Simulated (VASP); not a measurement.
# Si3Mo (I4/mmm) in VASP: further runs

Runs on Si3Mo. Level: PBE. Tasks: single point.

Program: VASP 6.6.1. These are calculated values, not measurements. Logs are shortened: lines on timing, memory, paths and dates and some standing lists are left out, and cuts for length are marked.

### 1 The cell of the first run

The structure is tetragonal, space group I4/mmm (No. 139). Conventional cell: a = 3.771 Å, b = 3.771 Å, c = 7.783 Å, α = 90.00°, β = 90.00°, γ = 90.00°. Si (site symmetry 4/mmm) has 4 Mo at 2.67 Å and 8 Si at 2.71 Å within 3.5 Å. Within 3.5 Å of Si (site symmetry -4m2) lie 8 Si at 2.67 to 2.71 Å and 4 Mo at 2.71 Å. Within 3.5 Å of Mo (site symmetry 4/mmm) lie 12 Si at 2.67 to 2.71 Å.

### 2 Single point, PBE

The input, INCAR:

```
PREC = Accurate ; ENCUT = 520
EDIFF = 1E-6 ; ISMEAR = 0
SIGMA = 0.1 ; LREAL = F
LASPH = T ; NELM = 80
ALGO = Normal ; ISIF = 2
LWAVE = F ; LCHARG = F
GGA = PE ; NBANDS = 21
```

The input, KPOINTS:

```
Automatic mesh
0
Gamma
  6 6 6
```

The input, POSCAR:

```
Si3Mo
1.0
   -1.8856943956      1.8856943956      3.8913723490
    1.8856943956     -1.8856943956      3.8913723490
    1.8856943956      1.8856943956     -3.8913723490
Si Mo
3 1
Direct
    0.5000000000      0.5000000000      0.0000000000
    0.2500000000      0.7500000000      0.5000000000
    0.7500000000      0.2500000000      0.5000000000
    0.0000000000      0.0000000000      0.0000000000
```

Potentials or basis: VASP PAW PBE potentials, release 64 (Si, Mo_sv).

Launch:

```
> cat potpaw_PBE.64/Si/POTCAR potpaw_PBE.64/Mo_sv/POTCAR > POTCAR
> mpirun -np 1 vasp_std > vasp.out
```

OUTCAR:

```text
PREC = Accurate
   ENCUT = 520
   EDIFF = 1E-6
   ISMEAR = 0
   LREAL = F
   LASPH = T
   NELM = 80
   ISIF = 2
   GGA = PE

 ion  position               nearest neighbor table
   1  0.500  0.500  0.000-   4 2.67   4 2.67   4 2.67   4 2.67   3 2.71   2 2.71   3 2.71   2 2.71
                             2 2.71   2 2.71   3 2.71   3 2.71
   2  0.250  0.750  0.500-   3 2.67   3 2.67   3 2.67   3 2.67   4 2.71   1 2.71   4 2.71   1 2.71
                             4 2.71   4 2.71   1 2.71   1 2.71
   3  0.750  0.250  0.500-   2 2.67   2 2.67   2 2.67   2 2.67   4 2.71   1 2.71   4 2.71   1 2.71
                             1 2.71   1 2.71   4 2.71   4 2.71
   4  0.000  0.000  0.000-   1 2.67   1 2.67   1 2.67   1 2.67   3 2.71   2 2.71   3 2.71   2 2.71
                             3 2.71   3 2.71   2 2.71   2 2.71

  LATTYP: Found a body centered tetragonal cell.
 ALAT       =     3.7713887912
 C/A-ratio  =     2.0636283154

  Lattice vectors:

 A1 = (  -1.8856943956,   1.8856943956,   3.8913723490)
 A2 = (   1.8856943956,  -1.8856943956,   3.8913723490)
 A3 = (   1.8856943956,   1.8856943956,  -3.8913723490)

Analysis of symmetry for initial positions (statically):
=====================================================================
 Subroutine PRICEL returns:
 Original cell was already a primitive cell.

 Routine SETGRP: Setting up the symmetry group for a
 body centered tetragonal supercell.

 Subroutine GETGRP returns: Found 16 space group operations
 (whereof 16 operations were pure point group operations)
 out of a pool of 16 trial point group operations.

The static configuration has the point symmetry D_4h.

Analysis of symmetry for dynamics (positions and initial velocities):
=====================================================================
 Subroutine PRICEL returns:
 Original cell was already a primitive cell.

 Routine SETGRP: Setting up the symmetry group for a
 body centered tetragonal supercell.

 Subroutine GETGRP returns: Found 16 space group operations
 (whereof 16 operations were pure point group operations)
 out of a pool of 16 trial point group operations.

The dynamic configuration has the point symmetry D_4h.

 Subroutine INISYM returns: Found 16 space group operations
 (whereof 16 operations are pure point group operations),
 and found     1 'primitive' translations

----------------------------------------------------------------------------------------

                                     Primitive cell

  volume of cell :      55.3484

  direct lattice vectors                    reciprocal lattice vectors
    -1.885694396  1.885694396  3.891372349     0.000000000  0.265154312  0.128489375
     1.885694396 -1.885694396  3.891372349     0.265154312  0.000000000  0.128489375
     1.885694396  1.885694396 -3.891372349     0.265154312  0.265154312  0.000000000

  length of vectors
     4.717463881  4.717463881  4.717463881     0.294646107  0.294646107  0.374984824

  position of ions in fractional coordinates (direct lattice)
     0.500000000  0.500000000  0.000000000
     0.250000000  0.750000000  0.500000000
     0.750000000  0.250000000  0.500000000
     0.000000000  0.000000000  0.000000000

  ion indices of the primitive-cell ions
   primitive index   ion index
                 1           1
                 2           2
                 3           3
                 4           4

----------------------------------------------------------------------------------------

 KPOINTS: Automatic mesh

Automatic generation of k-mesh.
 Grid dimensions read from file:
 generate k-points for:    6    6    6

 Generating k-lattice:

  Cartesian coordinates                     Fractional coordinates (reciprocal lattice)
     0.000000000  0.044192385  0.021414896     0.166666667 -0.000000000  0.000000000
     0.044192385  0.000000000  0.021414896    -0.000000000  0.166666667  0.000000000
     0.044192385  0.044192385  0.000000000     0.000000000  0.000000000  0.166666667

  Length of vectors
     0.049107685  0.049107685  0.062497471

  Shift w.r.t. Gamma in fractional coordinates (k-lattice)
     0.000000000  0.000000000  0.000000000

 Subroutine IBZKPT returns following result:
 ===========================================

 Found     30 irreducible k-points:

 Following reciprocal coordinates:
            Coordinates               Weight
  0.000000  0.000000  0.000000      1.000000
  0.166667  0.000000  0.000000      8.000000
  0.333333  0.000000  0.000000      8.000000
  0.500000  0.000000 -0.000000      4.000000
  0.166667  0.166667  0.000000      8.000000
  0.333333  0.166667  0.000000     16.000000
[... 16 lines left out ...]
 -0.333333 -0.333333  0.166667      8.000000
 -0.166667 -0.333333  0.166667      8.000000
 [... further k-points ...]
   k-points           NKPTS =     30   k-points in BZ     NKDIM =     30   number of bands    NBANDS=     21
   number of dos      NEDOS =    301   number of ions     NIONS =      4
   total plane-waves  NPLWV =  46656
   dimension x,y,z NGX =    36 NGY =   36 NGZ =   36
   dimension x,y,z NGXF=    72 NGYF=   72 NGZF=   72
   ions per type =               3   1
   NGX,Y,Z   is equivalent  to a cutoff of  12.69, 12.69, 12.69 a.u.
   NGXF,Y,Z  is equivalent  to a cutoff of  25.37, 25.37, 25.37 a.u.
 SYSTEM =  unknown system
   PREC   = accura    normal or accurate (medium, high low for compatibility)
   ISTART =      0    job   : 0-new  1-cont  2-samecut
   ICHARG =      2    charge: 1-file 2-atom 10-const
   ISPIN  =      1    spin polarized calculation?
   LNONCOLLINEAR =      F non collinear calculations
   LSORBIT =      F    spin-orbit coupling
   LASPH  =      T    aspherical Exc in radial PAW
   ENCUT  =  520.0 eV  38.22 Ry    6.18 a.u.   8.77  8.77  8.77*2*pi/ulx,y,z
   NELM   =     80;   NELMIN=  2; NELMDL= -5     # of ELM steps
   EDIFF  = 0.1E-05   stopping-criterion for ELM
   LREAL  =      F    real-space projection
[... 7 lines left out ...]
   TEBEG  =    0.0;   TEEND  =   0.0 temperature during run
   PSTRESS=    0.0 pullay stress
   NELECT =      26.0000    total number of electrons
   NUPDOWN=      -1.0000    fix difference up-down
   EMIN   =  10.00;   EMAX   =-10.00  energy-range for DOS
   EFERMI =   0.00;   METHOD = LEGACY
   ISMEAR =     0;   SIGMA  =   0.10  broadening in eV -4-tet -1-fermi 0-gaus
   EFERMI_NEDOS =   21; number of points for ismear=-14 and -15
   IALGO  =     38    algorithm
   IMIX   =      4    mixing-type and parameters
     AMIX     =   0.40;   BMIX     =  1.00
     AMIX_MAG =   1.60;   BMIX_MAG =  1.00
  volume/ion in A,a.u.               =      13.84        93.38
  Fermi-wavevector in a.u.,A,eV,Ry     =   1.272616  2.404896 22.035346  1.619552
  Thomas-Fermi vector in A             =   2.405485
   LORBIT       =      0    0 simple, 1 ext, 2 COOP (PROOUT), +10 PAW based schemes
   GGA     = PE    functional components
   LHFCALC =     F    Hartree Fock is set to
   AEXX    =    0.0000 exact exchange contribution
   IVDW    =     0    specifies the selected vdW correction
   LEPSILON=     F    determine dielectric tensor
   LRPA    =     F    only Hartree local field effects (RPA)
 non-spin polarized calculation
 Gauss-broadening in eV      SIGMA  =   0.10
  energy-cutoff  :      520.00
  volume of cell :       55.35
 maximum number of plane-waves:      1506
   NGX = 17   NGY = 17   NGZ = 17

 number of electron      26.0000000 magnetization

 Free energy of the ion-electron system (eV)
  ---------------------------------------------------
  ext. energy  EPLUGINS =         0.00000000
  ---------------------------------------------------
  free energy    TOTEN  =       -26.19005649 eV

  energy without entropy =      -26.16963540  energy(sigma->0) =      -26.17984594

 E-fermi :  11.8286     XC(G=0): -12.0558

 val. band max:       11.8133888160   @ k =  -0.3333   0.5000   0.1667
 cond. band min:      11.8342384053   @ k =  -0.1667  -0.1667   0.1667
 fundamental gap:      0.0208495894
 Fermi energy:        11.8285858880

 k-point     1 :       0.0000    0.0000    0.0000
  band No.  band energies     occupation
      1     -49.0731      2.00000
      2     -23.2441      2.00000
      3     -23.2441      2.00000
      4     -23.2139      2.00000
      5      -2.1321      2.00000
      6       5.9171      2.00000
[... 13 lines left out ...]
     20      17.6613      0.00000
     21      17.6613      0.00000

 k-point     2 :       0.1667    0.0000    0.0000
  band No.  band energies     occupation
      1     -49.0726      2.00000
      2     -23.2575      2.00000
      3     -23.2432      2.00000
      4     -23.2141      2.00000
      5      -1.7605      2.00000
      6       4.8795      2.00000
[... 13 lines left out ...]
     20      16.8904      0.00000
     21      17.5985      0.00000

 k-point     3 :       0.3333    0.0000    0.0000
  band No.  band energies     occupation
      1     -49.0715      2.00000
      2     -23.2842      2.00000
      3     -23.2413      2.00000
      4     -23.2142      2.00000
      5      -0.6957      2.00000
      6       2.8988      2.00000
[... 13 lines left out ...]
     20      17.0117      0.00000
     21      18.4500      0.00000

 k-point     4 :       0.5000    0.0000   -0.0000
  band No.  band energies     occupation
      1     -49.0709      2.00000
      2     -23.2975      2.00000
      3     -23.2404      2.00000
      4     -23.2143      2.00000
      5       0.7506      2.00000
      6       1.1260      2.00000
[... 13 lines left out ...]
     20      18.5049      0.00000
     21      18.6476      0.00000

 k-point     5 :       0.1667    0.1667    0.0000
  band No.  band energies     occupation
      1     -49.0720      2.00000
      2     -23.2574      2.00000
      3     -23.2556      2.00000
      4     -23.2149      2.00000
      5      -1.2660      2.00000
      6       4.1931      2.00000
[... 13 lines left out ...]
     20      16.8760      0.00000
     21      18.9240      0.00000

 k-point     6 :       0.3333    0.1667    0.0000
  band No.  band energies     occupation
      1     -49.0710      2.00000
      2     -23.2827      2.00000
      3     -23.2541      2.00000
      4     -23.2144      2.00000
      5      -0.1288      2.00000
      6       2.7475      2.00000
[... 13 lines left out ...]
     20      17.1870      0.00000
     21      17.9303      0.00000

 k-point     7 :       0.5000    0.1667   -0.0000
  band No.  band energies     occupation
      1     -49.0705      2.00000
      2     -23.2956      2.00000
      3     -23.2528      2.00000
      4     -23.2129      2.00000
      5       0.8248      2.00000
      6       1.6012      2.00000
[... 13 lines left out ...]
     20      16.9456      0.00000
     21      18.9647      0.00000
[... 291 lines left out ...]
      1     -49.0700      2.00000
      2     -23.2803      2.00000
      3     -23.2786      2.00000
      4     -23.2132      2.00000
      5       1.6391      2.00000
      6       2.0616      2.00000
[... 13 lines left out ...]
     20      17.0214      0.00000
     21      19.6939      0.00000

 k-point    21 :      -0.3333    0.5000    0.1667
  band No.  band energies     occupation
      1     -49.0709      2.00000
      2     -23.2830      2.00000
      3     -23.2544      2.00000
      4     -23.2168      2.00000
      5       0.7064      2.00000
      6       2.0040      2.00000
[... 13 lines left out ...]
     20      17.9737      0.00000
     21      18.3309      0.00000

 k-point    22 :      -0.1667    0.5000    0.1667
  band No.  band energies     occupation
      1     -49.0714      2.00000
      2     -23.2846      2.00000
      3     -23.2417      2.00000
      4     -23.2174      2.00000
      5       0.0205      2.00000
      6       2.1875      2.00000
[... 13 lines left out ...]
     20      17.7006      0.00000
     21      18.5854      0.00000

 k-point    23 :      -0.3333   -0.3333    0.1667
  band No.  band energies     occupation
      1     -49.0719      2.00000
      2     -23.2575      2.00000
      3     -23.2567      2.00000
      4     -23.2198      2.00000
      5      -0.5049      2.00000
      6       2.5007      2.00000
[... 13 lines left out ...]
     20      17.5555      0.00000
     21      17.9662      0.00000

 k-point    24 :      -0.1667   -0.3333    0.1667
  band No.  band energies     occupation
      1     -49.0724      2.00000
      2     -23.2582      2.00000
      3     -23.2438      2.00000
      4     -23.2188      2.00000
      5      -1.2198      2.00000
      6       3.1897      2.00000
[... 13 lines left out ...]
     20      17.2623      0.00000
     21      17.7077      0.00000

 [... further k-points ...]

------------------------ aborting loop because EDIFF is reached ----------------------------------------

  FORCE on cell =-STRESS in cart. coord.  units (eV):
  Direction    XX          YY          ZZ          XY          YZ          ZX
  --------------------------------------------------------------------------------------
  -------------------------------------------------------------------------------------
  Total        0.0635987      0.0635987      0.0150757      0.0000000      0.0000000      0.0000000
  in kB        1.8409979      1.8409979      0.4363967      0.0000000      0.0000000      0.0000000
  external PRESSURE =       1.3727975 kB  Pullay stress =       0.0000000 kB

 VOLUME and BASIS-vectors are now :
 -----------------------------------------------------------------------------
  energy-cutoff  :      520.00
  volume of cell :       55.35
      direct lattice vectors                 reciprocal lattice vectors
    -1.885694396  1.885694396  3.891372349     0.000000000  0.265154312  0.128489375
     1.885694396 -1.885694396  3.891372349     0.265154312  0.000000000  0.128489375
     1.885694396  1.885694396 -3.891372349     0.265154312  0.265154312  0.000000000

 POSITION                                       TOTAL-FORCE (eV/Angst)
 -----------------------------------------------------------------------------------
      0.00000      0.00000      3.89137        -0.000000     -0.000000      0.000000
      1.88569     -0.00000      1.94569        -0.000000      0.000000      0.000000
     -0.00000      1.88569      1.94569         0.000000     -0.000000     -0.000000
      0.00000      0.00000      0.00000        -0.000000     -0.000000      0.000000
 -----------------------------------------------------------------------------------
    total drift:                               -0.000000      0.000000      0.000000

  FREE ENERGIE OF THE ION-ELECTRON SYSTEM (eV)
  ---------------------------------------------------
  free  energy   TOTEN  =       -26.1900564862 eV

  energy  without entropy=      -26.1696354000  energy(sigma->0) =      -26.17984594
```

Run time: 20 s. Hardware: 1 thread of Intel Xeon Platinum 8559C (Emerald Rapids), shared host; peak memory 0.21 GiB.

Results:

```yaml
Free_energy: -26.1901 eV
Pressure: 0.1 GPa
Band_gap_on_the_k_mesh: zero (band 13 reaches 12.21 eV, above the bottom of band 14 at 10.75 eV)
```

Levels at points of the mesh, in eV from the Fermi level:
| k point | band 10 | band 11 | band 12 | band 13 | band 14 | band 15 | band 16 | band 17 |
| --- | --- | --- | --- | --- | --- | --- | --- | --- |
| (0.00, 0.00, 0.00) | -4.51 | -2.71 | -1.42 | -1.04 | -1.04 | 0.81 | 2.37 | 2.86 |
| (0.50, 0.00, 0.00) | -2.70 | -2.22 | -1.00 | -0.25 | -0.15 | 0.85 | 2.06 | 3.15 |
| (0.50, 0.50, 0.00) | -4.87 | -3.84 | 0.05 | 0.13 | 1.02 | 1.30 | 1.84 | 2.25 |
| (0.50, 0.50, 0.50) | -2.56 | -1.63 | -1.63 | -1.13 | 1.77 | 2.15 | 2.75 | 3.36 |

Caveat: the k points lie up to 0.39 Å⁻¹ apart.

### 3 Single point, PBE

This run uses another cell than the first one, of 14.91 Å³/atom, 1.078 times its volume.

The input, INCAR:

```
SYSTEM = Si3Mo
PREC = Accurate
ENCUT = 520
EDIFF = 1E-6
ISMEAR = 0
SIGMA = 0.1
LREAL = .FALSE.
LASPH = .TRUE.
NELM = 100
ALGO = Normal
ISIF = 2
LWAVE = .FALSE.
LCHARG = .TRUE.
GGA = PE
LELF = .TRUE.
LVHAR = .TRUE.
NBANDS = 21
```

The input, KPOINTS:

```
regular mesh
0
G
  6 6 6
  0 0 0
```

The input, POSCAR:

```
Si3Mo
1.0
   -1.8829373911      1.8829373911      4.2060419646
    1.8829373911     -1.8829373911      4.2060419646
    1.8829373911      1.8829373911     -4.2060419646
Si Mo
3 1
Direct
    0.5000000000      0.5000000000      0.0000000000
    0.2500000000      0.7500000000      0.5000000000
    0.7500000000      0.2500000000      0.5000000000
    0.0000000000      0.0000000000      0.0000000000
```

Potentials or basis: VASP PAW PBE potentials, release 64 (Si, Mo_sv).

Launch:

```
> cat potpaw_PBE.64/Si/POTCAR potpaw_PBE.64/Mo_sv/POTCAR > POTCAR
> mpirun -np 1 vasp_std > vasp.out
```

It took 27 s on 1 thread of Intel Xeon Platinum 8559C (Emerald Rapids), shared host; peak memory 0.25 GiB.

The run converged. Its results:

```
Free energy            : -25.9834 eV
Pressure               : -8.6 GPa
Band gap on the k mesh : zero (band 13 reaches 11.24 eV, above the bottom of band 14 at 10.03 eV)
```

Stress tensor (GPa, compression positive):
```
 -6.61   0.00   0.00
  0.00  -6.61   0.00
  0.00   0.00 -12.53
```

Levels at points of the mesh, in eV from the Fermi level:
| k point | band 11 | band 12 | band 13 | band 14 | band 15 | band 16 |
| --- | --- | --- | --- | --- | --- | --- |
| (0.00, 0.00, 0.00) | -2.62 | -1.32 | -0.69 | -0.69 | 0.82 | 1.99 |
| (0.50, 0.00, 0.00) | -2.03 | -0.67 | -0.05 | 0.11 | 0.80 | 1.31 |
| (0.50, 0.50, 0.00) | -3.86 | 0.08 | 0.17 | 0.22 | 0.63 | 1.36 |
| (0.50, 0.50, 0.50) | -1.53 | -1.53 | -1.16 | 1.22 | 1.68 | 2.53 |

Caveat: the k points lie up to 0.39 Å⁻¹ apart.
